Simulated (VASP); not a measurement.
Wanted: the native input for a VASP 6.6.1 run.

| Item | Value |
| --- | --- |
| Task | single point |
| Functional | PBEsol |
| Potentials or basis | VASP PAW PBE potentials, release 64 (Ni, Co, O) |
| Cutoff | 520 eV |
| k mesh | 6 × 6 × 5 |
| Occupations | fermi-dirac, width 0.05 eV |
| Spin | non-collinear spin, typed start |
| Starting moments | [[-0.218, -0.046, -0.642], [0.56, -0.861, 0.08], [0.0, 0.0, 0.0], [0.0, 0.0, 0.0]] μB |
| Dipole correction | no |
| Further INCAR settings | ALGO = Fast; EDIFF = 1e-07; NBANDS = 45 |

The structure of CoNiO2 lies in POSCAR:

```
CoNiO2
1.0
    3.0143330000      0.0000000000      0.0000000000
    0.0000000000      3.0143330000      0.0000000000
    0.0000000000      0.0000000000      4.2222850000
Ni Co O
1 1 2
Direct
    0.0000000000      0.0000000000      0.0000000000
    0.5000000000      0.5000000000      0.5000000000
    0.0000000000      0.0000000000      0.5000000000
    0.5000000000      0.5000000000      0.0000000000
```

The input as run:

INCAR

```
PREC = Accurate
ENCUT = 520
EDIFF = 1E-7
ISMEAR = -1
SIGMA = 0.05
LREAL = F
LASPH = T
NELM = 150
ALGO = Fast
ISIF = 2
LWAVE = F
LCHARG = F
LNONCOLLINEAR = T
MAGMOM = -0.218 -0.046 -0.642 0.56 -0.861 0.08 0 0 0 0 0 0
LORBIT = 11
LMAXMIX = 4
GGA = PS
NBANDS = 45
```

KPOINTS

```
Automatic mesh
0
Gamma
  6 6 5
```

Potentials or basis: VASP PAW PBE potentials, release 64 (Ni, Co, O).

Launch:

```sh
$ cat potpaw_PBE.64/Ni/POTCAR potpaw_PBE.64/Co/POTCAR potpaw_PBE.64/O/POTCAR > POTCAR
$ mpirun -np 1 vasp_ncl > vasp.out
```

Results of the run:

The pressure is -13.5 GPa and the band gap on the k mesh is zero (bands 31 and 32 overlap by 0.78 eV). The net moment is 4.20 μB per cell and the valence electrons inside the program's atomic spheres are Ni 8.96; Co 7.81; O 4.93, 4.92.

Caveat: the cell stands under tension; the PAW data sets were made with another functional, which shifts forces and pressure a little; semilocal functionals often make such compounds metallic where correlation or magnetic order opens a gap, which also shifts bond lengths.

Wall time 32 min on 1 thread of Oxide Virtual Turin-like Processor, on a shared host, peak memory 0.37 GiB.
